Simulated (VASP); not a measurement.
# Na4ScNbSi3O12 (R3c) in VASP: electric field gradients with r2SCAN

Aim: the electric field gradients of Na4ScNbSi3O12 with r2SCAN.

Everything below comes from runs of VASP 6.6.1. Logs are shortened: lines on timing, memory, paths and dates and some standing lists are left out, and cuts for length are marked.

### Step 1. The cell of the first run

Symmetry: R3c, No. 161, trigonal system. Conventional cell: a = 9.217 Å, b = 9.217 Å, c = 22.442 Å, α = 90.00°, β = 90.00°, γ = 120.00°. Na (site symmetry 1) has 8 O at 2.43 to 3.03 Å and 3 Si at 3.05 to 3.17 Å and 1 Sc at 3.16 Å within 3.2 Å. Na (site symmetry 3) has 12 O at 2.49 to 3.87 Å and 1 Sc at 3.22 Å and 6 Na at 3.37 to 3.57 Å and 1 Nb at 3.41 Å and 6 Si at 3.70 to 3.84 Å within 3.9 Å. Sc (site symmetry 3) has 6 O at 2.03 to 2.16 Å within 2.7 Å. Within 2.6 Å of Nb (site symmetry 3) lie 6 O at 1.98 to 2.07 Å. Within 2.1 Å of Si (site symmetry 1) lie 4 O at 1.61 to 1.69 Å. O (site symmetry 1) has 1 Si at 1.61 Å and 1 Sc at 2.03 Å within 2.1 Å. O (site symmetry 1) has 1 Si at 1.69 Å and 1 Nb at 1.98 Å within 2.3 Å. Within 2.2 Å of O (site symmetry 1) lie 1 Si at 1.62 Å and 1 Sc at 2.16 Å.

### Step 2. Electric field gradients, r2SCAN

Input file POSCAR:

```
Na4ScNbSi3O12
1.0
    4.6083451247      2.6606292983      7.4806658200
   -4.6083451247      2.6606292983      7.4806658200
    0.0000000000     -5.3212585965      7.4806658200
Na Sc Nb Si O
8 2 2 6 24
Direct
    0.8851122600      0.6215291800      0.2342844000
    0.6215291800      0.2342844000      0.8851122600
    0.2342844000      0.8851122600      0.6215291800
    0.3851122600      0.7342844000      0.1215291800
    0.7342844000      0.1215291800      0.3851122600
    0.1215291800      0.3851122600      0.7342844000
    0.4949106100      0.4949106100      0.4949106100
    0.9949106100      0.9949106100      0.9949106100
    0.3515470400      0.3515470400      0.3515470400
    0.8515470400      0.8515470400      0.8515470400
    0.6466820000      0.6466820000      0.6466820000
    0.1466820000      0.1466820000      0.1466820000
    0.5444663700      0.9575549400      0.2533996600
    0.9575549400      0.2533996600      0.5444663700
    0.2533996600      0.5444663700      0.9575549400
    0.0444663700      0.7533996600      0.4575549400
    0.7533996600      0.4575549400      0.0444663700
    0.4575549400      0.0444663700      0.7533996600
    0.5182703000      0.1287150900      0.2833940500
    0.1287150900      0.2833940500      0.5182703000
    0.2833940500      0.5182703000      0.1287150900
    0.0182703000      0.7833940500      0.6287150900
    0.7833940500      0.6287150900      0.0182703000
    0.6287150900      0.0182703000      0.7833940500
    0.4959809000      0.8595903300      0.7226038000
    0.8595903300      0.7226038000      0.4959809000
    0.7226038000      0.4959809000      0.8595903300
    0.9959809000      0.2226038000      0.3595903300
    0.2226038000      0.3595903300      0.9959809000
    0.3595903300      0.9959809000      0.2226038000
    0.4248926700      0.2258252800      0.5871759200
    0.2258252800      0.5871759200      0.4248926700
    0.5871759200      0.4248926700      0.2258252800
    0.9248926700      0.0871759200      0.7258252800
    0.0871759200      0.7258252800      0.9248926700
    0.7258252800      0.9248926700      0.0871759200
    0.5554979400      0.7754944800      0.4330727700
    0.7754944800      0.4330727700      0.5554979400
    0.4330727700      0.5554979400      0.7754944800
    0.0554979400      0.9330727700      0.2754944800
    0.9330727700      0.2754944800      0.0554979400
    0.2754944800      0.0554979400      0.9330727700
```

Input file INCAR.step1:

```
ALGO = Normal
EDIFF = 1E-5
ENCUT = 580
GGA = PE
GGA_COMPAT = False
ISMEAR = -1
KPAR = 4
LASPH = True
LCHARG = False
LREAL = False
LWAVE = True
NBANDS = 163
NELM = 120
PREC = Accurate
SIGMA = 0.02
```

Input file INCAR.step2:

```
ALGO = Normal
EDIFF = 1E-7
ENCUT = 580
GGA_COMPAT = False
ISIF = 2
ISMEAR = -1
ISTART = 1
KPAR = 4
LASPH = True
LCHARG = False
LEFG = True
LMIXTAU = True
LREAL = False
LWAVE = False
METAGGA = R2SCAN
NBANDS = 163
NELM = 120
PREC = Accurate
SIGMA = 0.02
```

Input file KPOINTS:

```
k-points
0
Gamma
  3 3 3
```

Potentials or basis: VASP PAW PBE potentials, release 64 (Na_pv, Sc_sv, Nb_sv, Si, O).

Started as:

```bash
$ cat potpaw_PBE.64/Na_pv/POTCAR potpaw_PBE.64/Sc_sv/POTCAR potpaw_PBE.64/Nb_sv/POTCAR potpaw_PBE.64/Si/POTCAR potpaw_PBE.64/O/POTCAR > POTCAR
$ cp INCAR.step1 INCAR
$ mpirun -np 4 vasp_std > vasp.out
$ cp INCAR.step2 INCAR
$ mpirun -np 4 vasp_std > vasp.out
```

OUTCAR:

```text
EDIFF = 1E-7
   ENCUT = 580
   ISIF = 2
   ISMEAR = -1
   ISTART = 1
   LASPH = True
   LREAL = False
   METAGGA = R2SCAN
   NELM = 120
   PREC = Accurate

 ion  position               nearest neighbor table
   1  0.885  0.622  0.234-
   2  0.622  0.234  0.885-
   3  0.234  0.885  0.622-
   4  0.385  0.734  0.122-
   5  0.734  0.122  0.385-
   6  0.122  0.385  0.734-
   7  0.495  0.495  0.495-
   8  0.995  0.995  0.995-
   9  0.352  0.352  0.352-  21 2.03  19 2.03  20 2.03  31 2.16  32 2.16  33 2.16
  10  0.852  0.852  0.852-  22 2.03  24 2.03  23 2.03  36 2.16  35 2.16  34 2.16
  11  0.647  0.647  0.647-  27 1.98  25 1.98  26 1.98  37 2.07  38 2.07  39 2.07
  12  0.147  0.147  0.147-  28 1.98  30 1.98  29 1.98  42 2.07  41 2.07  40 2.07
  13  0.544  0.958  0.253-  19 1.61  36 1.62  37 1.67  30 1.69
  14  0.958  0.253  0.544-  20 1.61  34 1.62  38 1.67  28 1.69
  15  0.253  0.544  0.958-  21 1.61  35 1.62  39 1.67  29 1.69
  16  0.044  0.753  0.458-  22 1.61  32 1.62  40 1.67  26 1.69
  17  0.753  0.458  0.044-  23 1.61  33 1.62  41 1.67  27 1.69
[... 23 lines left out ...]
  41  0.933  0.275  0.055-  17 1.67  12 2.07
  42  0.275  0.055  0.933-  18 1.67  12 2.07

  LATTYP: Found a trigonal (rhomboedric) cell.
 ALAT       =     9.1802044728
 COS(alpha) =     0.4960177051

  Lattice vectors:

 A1 = (   4.6083451247,   2.6606292983,   7.4806658200)
 A2 = (  -4.6083451247,   2.6606292983,   7.4806658200)
 A3 = (   0.0000000000,  -5.3212585965,   7.4806658200)

Analysis of symmetry for initial positions (statically):
=====================================================================
 Subroutine PRICEL returns:
 Original cell was already a primitive cell.

 Routine SETGRP: Setting up the symmetry group for a
 trigonal (rhombohedral) supercell.

 Subroutine GETGRP returns: Found  6 space group operations
 (whereof  3 operations were pure point group operations)
 out of a pool of 12 trial point group operations.

The static configuration has the point symmetry C_3 .
 The point group associated with its full space group is C_3v.

Analysis of symmetry for dynamics (positions and initial velocities):
=====================================================================
 Subroutine PRICEL returns:
 Original cell was already a primitive cell.

 Routine SETGRP: Setting up the symmetry group for a
 trigonal (rhombohedral) supercell.

 Subroutine GETGRP returns: Found  6 space group operations
 (whereof  3 operations were pure point group operations)
 out of a pool of 12 trial point group operations.

The dynamic configuration has the point symmetry C_3 .
 The point group associated with its full space group is C_3v.

 Subroutine INISYM returns: Found  6 space group operations
 (whereof  3 operations are pure point group operations),
 and found     1 'primitive' translations

----------------------------------------------------------------------------------------

                                     Primitive cell

  volume of cell :     550.3271

  direct lattice vectors                    reciprocal lattice vectors
     4.608345125  2.660629298  7.480665820     0.108498818  0.062641822  0.044559313
    -4.608345125  2.660629298  7.480665820    -0.108498818  0.062641822  0.044559313
     0.000000000 -5.321258596  7.480665820     0.000000000 -0.125283644  0.044559313

  length of vectors
     9.180204473  9.180204473  9.180204473     0.132971891  0.132971891  0.132971891

  position of ions in fractional coordinates (direct lattice)
     0.885112260  0.621529180  0.234284400
     0.621529180  0.234284400  0.885112260
     0.234284400  0.885112260  0.621529180
     0.385112260  0.734284400  0.121529180
     0.734284400  0.121529180  0.385112260
     0.121529180  0.385112260  0.734284400
[... 34 lines left out ...]
     0.933072770  0.275494480  0.055497940
     0.275494480  0.055497940  0.933072770

  ion indices of the primitive-cell ions
   primitive index   ion index
[... 98 lines left out ...]
   NSW    =      0    number of steps for IOM
   IBRION =     -1    ionic relax: 0-MD 1-quasi-New 2-CG
   NFREE  =      0    steps in history (QN), initial steepest desc. (CG)
   ISIF   =      2    stress and relaxation
   ISYM   =      2    0-nonsym 1-usesym 2-fastsym
   POTIM  = 0.5000    time-step for ionic-motion
   TEBEG  =    0.0;   TEEND  =   0.0 temperature during run
   PSTRESS=    0.0 pullay stress
   NELECT =     272.0000    total number of electrons
   NUPDOWN=      -1.0000    fix difference up-down
   EMIN   =  10.00;   EMAX   =-10.00  energy-range for DOS
   EFERMI =   0.00;   METHOD = LEGACY
   ISMEAR =    -1;   SIGMA  =   0.02  broadening in eV -4-tet -1-fermi 0-gaus
   EFERMI_NEDOS =   21; number of points for ismear=-14 and -15
   IALGO  =     38    algorithm
   IMIX   =      4    mixing-type and parameters
     AMIX     =   0.40;   BMIX     =  1.00
     AMIX_MAG =   1.60;   BMIX_MAG =  1.00
  volume/ion in A,a.u.               =      13.10        88.42
  Fermi-wavevector in a.u.,A,eV,Ry     =   1.294367  2.445999 22.795018  1.675387
  Thomas-Fermi vector in A             =   2.425954
   LORBIT       =      0    0 simple, 1 ext, 2 COOP (PROOUT), +10 PAW based schemes
   METAGGA = R2SCAN    functional components
   LHFCALC =     F    Hartree Fock is set to
   AEXX    =    0.0000 exact exchange contribution
   IVDW    =     0    specifies the selected vdW correction
   LEPSILON=     F    determine dielectric tensor
   LRPA    =     F    only Hartree local field effects (RPA)
 non-spin polarized calculation
  energy-cutoff  :      580.00
  volume of cell :      550.33
 maximum number of plane-waves:     17475
   NGX = 37   NGY = 37   NGZ = 37

 number of electron     272.0000043 magnetization

 Free energy of the ion-electron system (eV)
  ---------------------------------------------------
  ext. energy  EPLUGINS =         0.00000000
  ---------------------------------------------------
  free energy    TOTEN  =      -416.80366488 eV

  energy without entropy =     -416.80366488  energy(sigma->0) =     -416.80366488

 E-fermi :   1.9285     XC(G=0): -10.0617

 val. band max:        1.4757288511   @ k =   0.0000   0.0000   0.0000
 cond. band min:       4.4543914800   @ k =   0.0000   0.0000   0.0000
 fundamental gap:      2.9786626289
 Fermi energy:         1.9285218571

 k-point     1 :       0.0000    0.0000    0.0000
  band No.  band energies     occupation
      1     -56.1477      2.00000
      2     -56.1477      2.00000
      3     -47.2211      2.00000
      4     -47.2211      2.00000
      5     -31.4483      2.00000
      6     -31.4479      2.00000
[... 895 lines left out ...]
    147       7.7246      0.00000
    148       7.7652      0.00000
 [bands above 148 left out]

------------------------ aborting loop because EDIFF is reached ----------------------------------------

  FORCE on cell =-STRESS in cart. coord.  units (eV):
  Direction    XX          YY          ZZ          XY          YZ          ZX
  --------------------------------------------------------------------------------------
  -------------------------------------------------------------------------------------
  Total      -21.1449666    -21.1449666    -20.4281609      0.0000000     -0.0000000      0.0000000
  in kB      -61.5597314    -61.5597314    -59.4728818      0.0000000     -0.0000000      0.0000000
  external PRESSURE =     -60.8641148 kB  Pullay stress =       0.0000000 kB

 VOLUME and BASIS-vectors are now :
 -----------------------------------------------------------------------------
  energy-cutoff  :      580.00
  volume of cell :      550.33
      direct lattice vectors                 reciprocal lattice vectors
     4.608345125  2.660629298  7.480665820     0.108498818  0.062641822  0.044559313
    -4.608345125  2.660629298  7.480665820    -0.108498818  0.062641822  0.044559313
     0.000000000 -5.321258596  7.480665820     0.000000000 -0.125283644  0.044559313

 POSITION                                       TOTAL-FORCE (eV/Angst)
 -----------------------------------------------------------------------------------
      1.21468      2.76193     13.02328        -0.057713      0.066508     -0.114511
      1.78456     -2.43291     13.02328         0.086454      0.016727     -0.114511
     -2.99924     -0.32902     13.02328        -0.028741     -0.083235     -0.114511
     -1.60911      2.33161      9.28295         0.028741     -0.083235     -0.114511
      2.82379      0.22772      9.28295        -0.086454      0.016727     -0.114511
     -1.21468     -2.55933      9.28295         0.057713      0.066508     -0.114511
[... 34 lines left out ...]
      3.03035      2.92023      9.45605         0.069361     -0.005263      0.261732
      1.01382     -4.08447      9.45605        -0.039238     -0.057437      0.261732
 -----------------------------------------------------------------------------------
    total drift:                                0.000000      0.000000     -0.075003

  FREE ENERGIE OF THE ION-ELECTRON SYSTEM (eV)
  ---------------------------------------------------
  free  energy   TOTEN  =      -416.8036648814 eV

  energy  without entropy=     -416.8036648813  energy(sigma->0) =     -416.80366488

 Electric field gradients (V/A^2)
---------------------------------------------------------------------
 ion       V_xx      V_yy      V_zz      V_xy      V_xz      V_yz
---------------------------------------------------------------------
   1       2.624    -8.178     5.554     3.296    -1.716     4.207
   2      -8.332     2.778     5.554     3.029     4.502    -0.617
   3      -2.623    -2.931     5.554    -6.325    -2.785    -3.590
   4      -2.623    -2.931     5.554     6.325     2.785    -3.590
   5      -8.332     2.778     5.554    -3.029    -4.502    -0.617
   6       2.624    -8.178     5.554    -3.296     1.716     4.207
[... 34 lines left out ...]
  41      51.290   -28.495   -22.796    -5.781    19.341    -2.375
  42      -3.542    26.337   -22.796    37.438   -11.728   -15.563
---------------------------------------------------------------------

 Electric field gradients after diagonalization (V/A^2)
 (convention: |V_zz| > |V_xx| > |V_yy|)
----------------------------------------------------------------------
 ion       V_xx      V_yy      V_zz     asymmetry (V_yy - V_xx)/ V_zz
----------------------------------------------------------------------
   1       6.906     3.478   -10.385       0.330
   2       6.906     3.478   -10.385       0.330
   3       6.906     3.478   -10.385       0.330
   4       6.906     3.478   -10.385       0.330
   5       6.906     3.478   -10.385       0.330
   6       6.906     3.478   -10.385       0.330
[... 34 lines left out ...]
  41     -29.405   -27.080    56.485       0.041
  42     -29.405   -27.080    56.485       0.041
----------------------------------------------------------------------

           NMR quadrupolar parameters

 Cq : quadrupolar parameter    Cq=e*Q*V_zz/h
 eta: asymmetry parameters     (V_yy - V_xx)/ V_zz
 Q  : nuclear electric quadrupole moment in mb (millibarn)
----------------------------------------------------------------------
 ion       Cq(MHz)       eta       Q (mb)
----------------------------------------------------------------------
   1      -0.025       0.330       1.000
   2      -0.025       0.330       1.000
   3      -0.025       0.330       1.000
   4      -0.025       0.330       1.000
   5      -0.025       0.330       1.000
   6      -0.025       0.330       1.000
[... 34 lines left out ...]
  41       0.137       0.041       1.000
  42       0.137       0.041       1.000
----------------------------------------------------------------------
```

It took 35 min on 4 MPI ranks of Intel Xeon Platinum 8259CL at 2.50GHz (Skylake/Cascade Lake), shared host; peak memory 1.2 GiB.

What came out:

| Item | Value |
| --- | --- |
| Free energy | -416.8037 eV |
| Pressure | -6.1 GPa |
| Largest force | 0.552 eV/Å |
| Band gap on the k mesh | 2.98 eV |
| Largest electric field gradient by atom | Na -10.4, -11.0 (each value once); Sc +25.4; Nb +10.3; Si +30.1; O +41.0, +54.5, +50.7, +56.5 (each value once) V/Å² |

Forces on the atoms (eV/Å):
```
Na  -0.058  0.067 -0.115
Na   0.086  0.017 -0.115
Na  -0.029 -0.083 -0.115
Na   0.029 -0.083 -0.115
Na  -0.086  0.017 -0.115
Na   0.058  0.067 -0.115
Na   0.000  0.000 -0.044
Na   0.000  0.000 -0.044
Sc   0.000  0.000  0.205
Sc   0.000  0.000  0.205
Nb   0.000  0.000  0.146
Nb   0.000  0.000  0.146
Si   0.003  0.153  0.145
Si   0.131 -0.079  0.145
Si  -0.134 -0.074  0.145
Si   0.134 -0.074  0.145
Si  -0.131 -0.079  0.145
Si  -0.003  0.153  0.145
O    0.311 -0.239 -0.388
O   -0.363 -0.150 -0.388
O    0.052  0.389 -0.388
O   -0.052  0.389 -0.388
O    0.363 -0.150 -0.388
O   -0.311 -0.239 -0.388
O    0.355  0.185 -0.086
O   -0.017 -0.400 -0.086
O   -0.338  0.215 -0.086
O    0.338  0.215 -0.086
O    0.017 -0.400 -0.086
O   -0.355  0.185 -0.086
O    0.256 -0.381  0.079
O   -0.458 -0.031  0.079
O    0.202  0.412  0.079
O   -0.202  0.412  0.079
O    0.458 -0.031  0.079
O   -0.256 -0.381  0.079
O    0.039 -0.057  0.262
O   -0.069 -0.005  0.262
O    0.030  0.063  0.262
O   -0.030  0.063  0.262
O    0.069 -0.005  0.262
O   -0.039 -0.057  0.262
```

Electric field gradients, principal values (V/Å²):
```tsv
atom	least	middle	greatest (by size)
1 Na	3.478	6.906	-10.385
2 Na	3.478	6.906	-10.385
3 Na	3.478	6.906	-10.385
4 Na	3.478	6.906	-10.385
5 Na	3.478	6.906	-10.385
6 Na	3.478	6.906	-10.385
7 Na	5.507	5.507	-11.013
8 Na	5.507	5.507	-11.013
9 Sc	-12.689	-12.689	25.379
10 Sc	-12.689	-12.689	25.379
11 Nb	-5.164	-5.164	10.329
12 Nb	-5.164	-5.164	10.329
13 Si	-4.008	-26.124	30.132
14 Si	-4.008	-26.124	30.132
15 Si	-4.008	-26.124	30.132
16 Si	-4.008	-26.124	30.132
17 Si	-4.008	-26.124	30.132
18 Si	-4.008	-26.124	30.132
19 O	-13.421	-27.581	41.003
20 O	-13.421	-27.581	41.003
21 O	-13.421	-27.581	41.003
22 O	-13.421	-27.581	41.003
23 O	-13.421	-27.581	41.003
24 O	-13.421	-27.581	41.003
25 O	-25.418	-29.061	54.479
26 O	-25.418	-29.061	54.479
27 O	-25.418	-29.061	54.479
28 O	-25.418	-29.061	54.479
29 O	-25.418	-29.061	54.479
30 O	-25.418	-29.061	54.479
31 O	-15.099	-35.581	50.680
32 O	-15.099	-35.581	50.680
33 O	-15.099	-35.581	50.680
34 O	-15.099	-35.581	50.680
35 O	-15.099	-35.581	50.680
36 O	-15.099	-35.581	50.680
37 O	-27.080	-29.405	56.485
38 O	-27.080	-29.405	56.485
39 O	-27.080	-29.405	56.485
40 O	-27.080	-29.405	56.485
41 O	-27.080	-29.405	56.485
42 O	-27.080	-29.405	56.485
```

Caveat: the cell stands under tension; without QUAD_EFG the Cq values of the log hold for a quadrupole moment of 1 mb, not for the nuclei; the PAW data sets were made with another functional, which shifts forces and pressure a little.
